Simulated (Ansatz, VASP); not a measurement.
# Co in VASP and in Ansatz

The input INCAR:

```
SYSTEM = Co
ALGO = Normal ; EDIFF = 1E-6
ENCUT = 520 ; GGA = PE
ISIF = 2 ; ISMEAR = -1
ISPIN = 2 ; LASPH = .TRUE.
LCHARG = .FALSE. ; LMAXMIX = 4
LORBIT = 11 ; LREAL = .FALSE.
LWAVE = .FALSE. ; MAGMOM = -1.69 -1.69
NBANDS = 20 ; NELM = 150
PREC = Accurate ; SIGMA = 0.05
```

KPOINTS

```
k-points
0
G
  24 24 13
  0 0 0
```

The input POSCAR:

```
Co
1.0
    2.5895201893      0.0000000000      0.0000000000
   -1.2947600946      2.2425902675      0.0000000000
    0.0000000000      0.0000000000      4.1828507568
Co
2
Direct
    0.3333333333      0.6666666667      0.2500000000
    0.6666666667      0.3333333333      0.7500000000
```

Input for Ansatz:

```yaml
crystal:
  lattice:
    - [2.5895201893, 0.0, 0.0]
    - [-1.2947600946, 2.2425902675, 0.0]
    - [0.0, 0.0, 4.1828507568]
  atoms:
    - { symbol: Co, position: [0.3333333333, 0.6666666667, 0.25], spin: -1.69 }
    - { symbol: Co, position: [0.6666666667, 0.3333333333, 0.75], spin: -1.69 }
hamiltonian:
  xc: pbe
  pseudopotentials:
    kind: paw
    azcp:
      Co: "pseudopotentials/Co.paw.azcp"
basis:
  ecutwfc: 420
  fft_grid_basis: typed
kpoints:
  mp_grid: { grid: [24, 24, 13], shift: [0, 0, 0] }
magnetization:
  spin_polarized: true
scf:
  occupations: { method: fermi_dirac, width: 0.05 }
output:
  stress: true
```

Alike in both runs: task single point; functional PBE; k mesh 24 × 24 × 13; occupations fermi-dirac, width 0.05 eV; collinear spin.

|  | VASP | Ansatz |
| --- | --- | --- |
| version | VASP 6.6.1 | Ansatz 0.2.0 |
| potentials or method | VASP PAW PBE potentials, release 64 (Co), cutoff 520 eV | plane waves (420 eV) with PAW, scalar-relativistic |
| valence electrons in the cell | 18 | 34 |

VASP gave:

```
pressure (GPa)                                                : -18.6
traceless stress, the component that is largest in VASP (GPa) : 0.36
net moment per atom (μB)                                      : 1.67
size of the moment on the site where the two differ most (μB) : 1.72
```

Q: Which values does Ansatz return?

A: Pressure (GPa): -18.4; traceless stress, the component that is largest in VASP (GPa): 0.47; net moment per atom (μB): 1.68; size of the moment on the site where the two differ most (μB): 1.77.

Site moments also hang on the region over which each program counts them. VASP's potentials hold 18 valence electrons a cell and Ansatz's 34, so a difference there can come from the potentials and not from the codes.
